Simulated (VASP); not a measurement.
Write the native input for VASP 6.6.1 that does the following.

| Item | Value |
| --- | --- |
| Task | single point |
| Functional | PBE |
| Potentials or basis | VASP PAW PBE potentials, release 64 (K_sv, F) |
| Cutoff | 520 eV |
| k mesh | 8 × 8 × 8 |
| Occupations | gaussian, width 0.05 eV |
| Spin | no spin polarisation |
| Dipole correction | no |
| Further INCAR settings | ALGO = Normal; EDIFF = 1e-06; NBANDS = 15 |

The structure of KF lies in POSCAR:

```
KF
1.0
   -0.1127748701      2.6112558084      2.6112558084
    2.6112558084     -0.1127748701      2.6112558084
    2.6112558084      2.6112558084     -0.1127748701
K F
1 1
Direct
    0.0000000000      0.0000000000      0.0000000000
    0.5000000000      0.5000000000      0.5000000000
```

One way to write it, as run:

INCAR

```
SYSTEM = KF
  PREC = Accurate
  ENCUT = 520
  EDIFF = 1E-6
  ISMEAR = 0
  SIGMA = 0.05
  LREAL = .FALSE.
  LASPH = .TRUE.
  NELM = 100
  ALGO = Normal
  ISIF = 2
  LWAVE = .FALSE.
  LCHARG = .TRUE.
  GGA = PE
  LELF = .TRUE.
  LVHAR = .TRUE.
  NBANDS = 15
```

KPOINTS

```
Automatic mesh
0
G
  8 8 8
  0 0 0
```

Potentials or basis: VASP PAW PBE potentials, release 64 (K_sv, F).

The run is started by

```console
$ cat potpaw_PBE.64/K_sv/POTCAR potpaw_PBE.64/F/POTCAR > POTCAR
$ mpirun -np 1 vasp_std > vasp.out
```

It gave:

The pressure is 1.6 GPa and the band gap on the k mesh is 6.14 eV.

Run time: 63 s on 1 thread of Intel Xeon 8259CL (shared host), peak memory 0.18 GiB.
